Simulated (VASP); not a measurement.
A run of VASP 6.6.1 is set up as follows.

Contents of INCAR:

```
SYSTEM = Ge
  PREC = Accurate
  ENCUT = 520
  EDIFF = 1E-6
  ISMEAR = -1
  SIGMA = 0.08
  LREAL = .False.
  LASPH = .True.
  NELM = 60
  ALGO = Normal
  ISIF = 2
  LWAVE = .False.
  LCHARG = .True.
  GGA = PS
  LELF = .True.
  LVHAR = .True.
  NBANDS = 21
```

The input KPOINTS:

```
regular mesh
0
Gamma
  16 16 9
  0 0 0
```

The input POSCAR:

```
Ge
1.0
    2.4244292043      0.0000000000      0.0000000000
   -1.2122146022      2.0996172806      0.0000000000
    0.0000000000      0.0000000000      3.9573046623
Ge
2
Direct
    0.3333333333      0.6666666667      0.2500000000
    0.6666666667      0.3333333333      0.7500000000
```

Potentials or basis: VASP PAW PBE potentials, release 64 (Ge_d).

Launch:

```bash
$ cat potpaw_PBE.64/Ge_d/POTCAR > POTCAR
$ mpirun -np 1 vasp_std > vasp.out
```

Q: What does it give for the band gap on the k mesh?

A: Zero (band 14 reaches 28.04 eV, above the bottom of band 15 at 11.32 eV).

Q: Predict the pressure.

A: 170.3 GPa.

Stress tensor (GPa, compression positive):
```
170.39   0.00   0.00
  0.00 170.39   0.00
  0.00   0.00 170.25
```

Caveat: the PAW data sets were made with another functional, which shifts forces and pressure a little.
